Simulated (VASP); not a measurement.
# SnSe (Fm-3m) in VASP: a series of runs

The runs below take SnSe through single point, with r2SCAN.

All numbers are computed with VASP 6.6.1; they aren't measurements. Logs are shortened: lines on timing, memory, paths and dates and some standing lists are left out, and cuts for length are marked.

### Step 1. The cell of the first run

It takes space group Fm-3m (No. 225, cubic). The conventional cell has a = 6.020 Å, b = 6.020 Å, c = 6.020 Å, α = 90.00°, β = 90.00°, γ = 90.00°. Within 4.0 Å of Sn (site symmetry m-3m) lie 6 Se at 3.01 Å. Se (site symmetry m-3m) has 6 Sn at 3.01 Å within 4.0 Å.

### Step 2. Single point, r2SCAN

POSCAR

```
SnSe
1.0
    0.0000000000      3.0100000000      3.0100000000
    3.0100000000      0.0000000000      3.0100000000
    3.0100000000      3.0100000000      0.0000000000
Sn Se
1 1
Direct
    0.0000000000      0.0000000000      0.0000000000
    0.5000000000      0.5000000000      0.5000000000
```

INCAR.step1

```
SYSTEM = SnSe
PREC = Accurate ; ENCUT = 520
ISMEAR = -1 ; SIGMA = 0.05
LREAL = .FALSE. ; LASPH = .TRUE.
NELM = 80 ; NBANDS = 17
GGA = PE ; ALGO = Normal
EDIFF = 1E-4 ; LWAVE = .TRUE.
LCHARG = .FALSE.
```

INCAR.step2

```
SYSTEM = SnSe
PREC = Accurate ; ENCUT = 520
EDIFF = 1E-6 ; ISMEAR = -1
SIGMA = 0.05 ; LREAL = .FALSE.
LASPH = .TRUE. ; NELM = 80
ALGO = Normal ; ISIF = 2
LWAVE = .FALSE. ; LCHARG = .FALSE.
METAGGA = R2SCAN ; LMIXTAU = .TRUE.
NBANDS = 17 ; ISTART = 1
```

KPOINTS

```
regular mesh
0
G
  8 8 8
  0 0 0
```

Potentials or basis: VASP PAW PBE potentials, release 64 (Sn_d, Se).

Command:

```
cat potpaw_PBE.64/Sn_d/POTCAR potpaw_PBE.64/Se/POTCAR > POTCAR
cp INCAR.step1 INCAR
mpirun -np 1 vasp_std > vasp.out
cp INCAR.step2 INCAR
mpirun -np 1 vasp_std > vasp.out
```

OUTCAR:

```text
SYSTEM = SnSe
   PREC = Accurate
   ENCUT = 520
   EDIFF = 1E-6
   ISMEAR = -1
   LREAL = .FALSE.
   LASPH = .TRUE.
   NELM = 80
   ISIF = 2
   METAGGA = R2SCAN
   ISTART = 1

 ion  position               nearest neighbor table
   1  0.000  0.000  0.000-   2 3.01   2 3.01   2 3.01   2 3.01   2 3.01   2 3.01
   2  0.500  0.500  0.500-   1 3.01   1 3.01   1 3.01   1 3.01   1 3.01   1 3.01

  LATTYP: Found a face centered cubic cell.
 ALAT       =     6.0200000000

  Lattice vectors:

 A1 = (   0.0000000000,   3.0100000000,   3.0100000000)
 A2 = (   3.0100000000,   0.0000000000,   3.0100000000)
 A3 = (   3.0100000000,   3.0100000000,   0.0000000000)

Analysis of symmetry for initial positions (statically):
=====================================================================
 Subroutine PRICEL returns:
 Original cell was already a primitive cell.

 Routine SETGRP: Setting up the symmetry group for a
 face centered cubic supercell.

 Subroutine GETGRP returns: Found 48 space group operations
[... 9 lines left out ...]

 Routine SETGRP: Setting up the symmetry group for a
 face centered cubic supercell.

 Subroutine GETGRP returns: Found 48 space group operations
[... 11 lines left out ...]
                                     Primitive cell

  volume of cell :      54.5418

  direct lattice vectors                    reciprocal lattice vectors
     0.000000000  3.010000000  3.010000000    -0.166112957  0.166112957  0.166112957
     3.010000000  0.000000000  3.010000000     0.166112957 -0.166112957  0.166112957
     3.010000000  3.010000000  0.000000000     0.166112957  0.166112957 -0.166112957

  length of vectors
     4.256782823  4.256782823  4.256782823     0.287716081  0.287716081  0.287716081

  position of ions in fractional coordinates (direct lattice)
     0.000000000  0.000000000  0.000000000
     0.500000000  0.500000000  0.500000000

  ion indices of the primitive-cell ions
   primitive index   ion index
                 1           1
                 2           2

----------------------------------------------------------------------------------------

 KPOINTS: regular mesh

Automatic generation of k-mesh.
 Grid dimensions read from file:
 generate k-points for:    8    8    8

 Generating k-lattice:

  Cartesian coordinates                     Fractional coordinates (reciprocal lattice)
    -0.020764120  0.020764120  0.020764120     0.125000000  0.000000000  0.000000000
     0.020764120 -0.020764120  0.020764120     0.000000000  0.125000000  0.000000000
     0.020764120  0.020764120 -0.020764120     0.000000000  0.000000000  0.125000000

  Length of vectors
     0.035964510  0.035964510  0.035964510

  Shift w.r.t. Gamma in fractional coordinates (k-lattice)
     0.000000000  0.000000000  0.000000000

 Subroutine IBZKPT returns following result:
 ===========================================

 Found     29 irreducible k-points:

 Following reciprocal coordinates:
            Coordinates               Weight
  0.000000  0.000000  0.000000      1.000000
  0.125000  0.000000  0.000000      8.000000
  0.250000  0.000000  0.000000      8.000000
  0.375000  0.000000  0.000000      8.000000
  0.500000  0.000000  0.000000      4.000000
  0.125000  0.125000  0.000000      6.000000
[... 16 lines left out ...]
  0.500000  0.250000  0.125000     48.000000
 -0.375000  0.250000  0.125000     24.000000
 [... further k-points ...]
   k-points           NKPTS =     29   k-points in BZ     NKDIM =     29   number of bands    NBANDS=     17
   number of dos      NEDOS =    301   number of ions     NIONS =      2
   total plane-waves  NPLWV =  32768
   dimension x,y,z NGX =    32 NGY =   32 NGZ =   32
   dimension x,y,z NGXF=    64 NGYF=   64 NGZF=   64
   ions per type =               1   1
   NGX,Y,Z   is equivalent  to a cutoff of  12.50, 12.50, 12.50 a.u.
   NGXF,Y,Z  is equivalent  to a cutoff of  24.99, 24.99, 24.99 a.u.
 SYSTEM =  SnSe
   PREC   = accura    normal or accurate (medium, high low for compatibility)
   ISTART =      1    job   : 0-new  1-cont  2-samecut
   ICHARG =      0    charge: 1-file 2-atom 10-const
   ISPIN  =      1    spin polarized calculation?
   LNONCOLLINEAR =      F non collinear calculations
   LSORBIT =      F    spin-orbit coupling
   LASPH  =      T    aspherical Exc in radial PAW
   ENCUT  =  520.0 eV  38.22 Ry    6.18 a.u.   7.91  7.91  7.91*2*pi/ulx,y,z
   NELM   =     80;   NELMIN=  2; NELMDL=  0     # of ELM steps
   EDIFF  = 0.1E-05   stopping-criterion for ELM
   LREAL  =      F    real-space projection
   EDIFFG = 0.1E-04   stopping-criterion for IOM
   NSW    =      0    number of steps for IOM
   IBRION =     -1    ionic relax: 0-MD 1-quasi-New 2-CG
   NFREE  =      0    steps in history (QN), initial steepest desc. (CG)
   ISIF   =      2    stress and relaxation
   ISYM   =      2    0-nonsym 1-usesym 2-fastsym
   POTIM  = 0.5000    time-step for ionic-motion
   TEBEG  =    0.0;   TEEND  =   0.0 temperature during run
   PSTRESS=    0.0 pullay stress
   NELECT =      20.0000    total number of electrons
   NUPDOWN=      -1.0000    fix difference up-down
   EMIN   =  10.00;   EMAX   =-10.00  energy-range for DOS
   EFERMI =   0.00;   METHOD = LEGACY
   ISMEAR =    -1;   SIGMA  =   0.05  broadening in eV -4-tet -1-fermi 0-gaus
   EFERMI_NEDOS =   21; number of points for ismear=-14 and -15
   IALGO  =     38    algorithm
   IMIX   =      4    mixing-type and parameters
     AMIX     =   0.40;   BMIX     =  1.00
     AMIX_MAG =   1.60;   BMIX_MAG =  1.00
  volume/ion in A,a.u.               =      27.27       184.03
  Fermi-wavevector in a.u.,A,eV,Ry     =   1.171768  2.214321 18.681350  1.373040
  Thomas-Fermi vector in A             =   2.308207
   LORBIT       =      0    0 simple, 1 ext, 2 COOP (PROOUT), +10 PAW based schemes
   METAGGA = R2SCAN    functional components
   LHFCALC =     F    Hartree Fock is set to
   AEXX    =    0.0000 exact exchange contribution
   IVDW    =     0    specifies the selected vdW correction
   LEPSILON=     F    determine dielectric tensor
   LRPA    =     F    only Hartree local field effects (RPA)
 non-spin polarized calculation
  energy-cutoff  :      520.00
  volume of cell :       54.54
 maximum number of plane-waves:      1480
   NGX = 15   NGY = 15   NGZ = 15

 number of electron      20.0000005 magnetization

 Free energy of the ion-electron system (eV)
  ---------------------------------------------------
  ext. energy  EPLUGINS =         0.00000000
  ---------------------------------------------------
  free energy    TOTEN  =       -39.87882417 eV

  energy without entropy =      -39.87872311  energy(sigma->0) =      -39.87877364

 E-fermi :   5.9327     XC(G=0): -10.1899

 val. band max:        5.7084824958   @ k =   0.5000   0.0000   0.0000
 cond. band min:       6.1631332747   @ k =   0.5000   0.0000   0.0000
 fundamental gap:      0.4546507789
 Fermi energy:         5.9326961713

 k-point     1 :       0.0000    0.0000    0.0000
  band No.  band energies     occupation
      1     -16.8413      2.00000
      2     -16.8413      2.00000
      3     -16.8391      2.00000
      4     -16.8391      2.00000
      5     -16.8391      2.00000
      6      -9.0169      2.00000
[... 9 lines left out ...]
     16      11.7496      0.00000
     17      14.0232      0.00000

 k-point     2 :       0.1250    0.0000    0.0000
  band No.  band energies     occupation
      1     -16.8424      2.00000
      2     -16.8424      2.00000
      3     -16.8387      2.00000
      4     -16.8374      2.00000
      5     -16.8374      2.00000
      6      -8.9028      2.00000
[... 9 lines left out ...]
     16      12.1290      0.00000
     17      15.1086      0.00000

 k-point     3 :       0.2500    0.0000    0.0000
  band No.  band energies     occupation
      1     -16.8455      2.00000
      2     -16.8455      2.00000
      3     -16.8378      2.00000
      4     -16.8328      2.00000
      5     -16.8328      2.00000
      6      -8.5959      2.00000
[... 9 lines left out ...]
     16      13.1208      0.00000
     17      17.3729      0.00000

 k-point     4 :       0.3750    0.0000    0.0000
  band No.  band energies     occupation
      1     -16.8487      2.00000
      2     -16.8486      2.00000
      3     -16.8369      2.00000
      4     -16.8282      2.00000
      5     -16.8282      2.00000
      6      -8.2255      2.00000
[... 9 lines left out ...]
     16      14.6475      0.00000
     17      17.5172      0.00000

 k-point     5 :       0.5000    0.0000    0.0000
  band No.  band energies     occupation
      1     -16.8500      2.00000
      2     -16.8500      2.00000
      3     -16.8366      2.00000
      4     -16.8262      2.00000
      5     -16.8262      2.00000
      6      -8.0439      2.00000
[... 9 lines left out ...]
     16      16.1990      0.00000
     17      16.1991      0.00000

 k-point     6 :       0.1250    0.1250    0.0000
  band No.  band energies     occupation
      1     -16.8447      2.00000
      2     -16.8402      2.00000
      3     -16.8400      2.00000
      4     -16.8365      2.00000
      5     -16.8365      2.00000
      6      -8.8646      2.00000
[... 9 lines left out ...]
     16      12.8112      0.00000
     17      14.2314      0.00000

 k-point     7 :       0.2500    0.1250    0.0000
  band No.  band energies     occupation
      1     -16.8485      2.00000
      2     -16.8413      2.00000
      3     -16.8398      2.00000
      4     -16.8336      2.00000
      5     -16.8322      2.00000
      6      -8.6211      2.00000
[... 9 lines left out ...]
     16      13.8069      0.00000
     17      15.5731      0.00000

 k-point     8 :       0.3750    0.1250    0.0000
  band No.  band energies     occupation
      1     -16.8519      2.00000
      2     -16.8444      2.00000
      3     -16.8378      2.00000
      4     -16.8304      2.00000
      5     -16.8275      2.00000
      6      -8.2654      2.00000
[... 9 lines left out ...]
     16      15.2560      0.00000
     17      17.4389      0.00000
[... 203 lines left out ...]
      1     -16.8703      2.00000
      2     -16.8436      2.00000
      3     -16.8355      2.00000
      4     -16.8230      2.00000
      5     -16.8223      2.00000
      6      -7.7946      2.00000
[... 9 lines left out ...]
     16      17.2340      0.00000
     17      17.6485      0.00000

 k-point    20 :      -0.3750    0.3750    0.0000
  band No.  band energies     occupation
      1     -16.8657      2.00000
      2     -16.8392      2.00000
      3     -16.8391      2.00000
      4     -16.8258      2.00000
      5     -16.8236      2.00000
      6      -7.7509      2.00000
[... 9 lines left out ...]
     16      15.9834      0.00000
     17      18.3808      0.00000

 k-point    21 :       0.5000    0.5000    0.0000
  band No.  band energies     occupation
      1     -16.8743      2.00000
      2     -16.8456      2.00000
      3     -16.8335      2.00000
      4     -16.8211      2.00000
      5     -16.8211      2.00000
      6      -7.7447      2.00000
[... 9 lines left out ...]
     16      17.8723      0.00000
     17      18.6512      0.00000

 k-point    22 :       0.3750    0.2500    0.1250
  band No.  band energies     occupation
      1     -16.8528      2.00000
      2     -16.8417      2.00000
      3     -16.8396      2.00000
      4     -16.8305      2.00000
      5     -16.8290      2.00000
      6      -8.3501      2.00000
[... 9 lines left out ...]
     16      15.4779      0.00000
     17      15.5535      0.00000

 k-point    23 :       0.5000    0.2500    0.1250
  band No.  band energies     occupation
      1     -16.8557      2.00000
      2     -16.8439      2.00000
      3     -16.8368      2.00000
      4     -16.8289      2.00000
      5     -16.8264      2.00000
      6      -8.0353      2.00000
[... 9 lines left out ...]
     16      15.7072      0.00000
     17      17.1868      0.00000

 k-point    24 :      -0.3750    0.2500    0.1250
  band No.  band energies     occupation
      1     -16.8567      2.00000
      2     -16.8451      2.00000
      3     -16.8341      2.00000
      4     -16.8303      2.00000
      5     -16.8250      2.00000
      6      -7.8871      2.00000
[... 9 lines left out ...]
     16      16.8986      0.00000
     17      16.9351      0.00000

 [... further k-points ...]
[... 5 lines left out ...]
  --------------------------------------------------------------------------------------
  -------------------------------------------------------------------------------------
  Total       -0.0433009     -0.0433009     -0.0433009      0.0000000     -0.0000000      0.0000000
  in kB       -1.2719720     -1.2719720     -1.2719720      0.0000000     -0.0000000      0.0000000
  external PRESSURE =      -1.2719720 kB  Pullay stress =       0.0000000 kB

 VOLUME and BASIS-vectors are now :
 -----------------------------------------------------------------------------
  energy-cutoff  :      520.00
  volume of cell :       54.54
      direct lattice vectors                 reciprocal lattice vectors
     0.000000000  3.010000000  3.010000000    -0.166112957  0.166112957  0.166112957
     3.010000000  0.000000000  3.010000000     0.166112957 -0.166112957  0.166112957
     3.010000000  3.010000000  0.000000000     0.166112957  0.166112957 -0.166112957

 POSITION                                       TOTAL-FORCE (eV/Angst)
 -----------------------------------------------------------------------------------
      0.00000      0.00000      0.00000        -0.000000     -0.000000     -0.000000
      3.01000      3.01000      3.01000         0.000000      0.000000      0.000000
 -----------------------------------------------------------------------------------
    total drift:                                0.000000     -0.000000     -0.000000

  FREE ENERGIE OF THE ION-ELECTRON SYSTEM (eV)
  ---------------------------------------------------
  free  energy   TOTEN  =       -39.8788241725 eV

  energy  without entropy=      -39.8787231133  energy(sigma->0) =      -39.87877364
```

Wall time 71 s (1 thread of Intel Xeon Platinum 8259CL at 2.50GHz (Skylake/Cascade Lake), shared host); peak memory 0.19 GiB.

Results:

- Free energy: -39.8788 eV
- Pressure: -0.1 GPa
- Band gap on the k mesh: 0.45 eV, direct

Caveat: the PAW data sets were made with another functional, which shifts forces and pressure a little; spin-orbit coupling is left out, which moves the levels of the heavy elements. A k mesh can miss the band edges.

(Part 1 of 2 ends here.)
